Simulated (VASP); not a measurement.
## BaZrO3: single point with r2SCAN

Crystal: BaZrO3.

```
Ba Zr O
1.0
     4.20518    0.00000    0.00000
     0.00000    4.20518    0.00000
     0.00000    0.00000    4.20518
Ba Zr O
1 1 3
Direct
  0.00000 0.00000 0.00000
  0.50000 0.50000 0.50000
  0.50000 0.50000 0.00000
  0.50000 0.00000 0.50000
  0.00000 0.50000 0.50000
```

```
Program                : VASP 6.6.1
Task                   : single point
Functional             : r2SCAN
Potentials or basis    : VASP PAW PBE potentials, release 64 (Ba_sv, Zr_sv, O_h)
Cutoff                 : 1480 eV
k mesh                 : 6 × 6 × 6
Occupations            : fermi-dirac, width 0.05 eV
Spin                   : no spin polarisation
Dipole correction      : no
Further INCAR settings : ALGO = Normal; EDIFF = 1e-06; NBANDS = 28
```

```
Pressure               : 0.9 GPa
Band gap on the k mesh : 3.69 eV (least direct gap 3.94 eV)
```

Levels at points of the mesh, in eV from the valence-band top:
| k point | band 17 | band 18 | band 19 | band 20 | band 21 | band 22 | band 23 | band 24 |
| --- | --- | --- | --- | --- | --- | --- | --- | --- |
| (0.00, 0.00, 0.00) | -1.00 | -0.25 | -0.25 | -0.25 | 3.69 | 3.69 | 3.69 | 5.16 |
| (0.50, 0.00, 0.00) | -1.71 | -1.66 | -0.49 | -0.49 | 4.12 | 6.17 | 6.17 | 6.94 |
| (0.50, 0.50, 0.00) | -0.94 | -0.94 | -0.84 | -0.07 | 6.14 | 6.14 | 6.94 | 7.09 |
| (0.50, 0.50, 0.50) | -2.55 | 0.00 | 0.00 | 0.00 | 6.59 | 6.59 | 6.59 | 7.46 |

Wall time 15 min on 1 thread of Intel(R) Xeon(R) Platinum 8259CL CPU @ 2.50GHz (Skylake/Cascade Lake) (shared host), peak memory 0.57 GiB.

Caveat: the PAW data sets were made with another functional, which shifts forces and pressure a little; spin-orbit coupling is left out, which moves the levels of the heavy elements. r2SCAN opens gaps a little over a GGA but as a rule still falls short of measured ones.
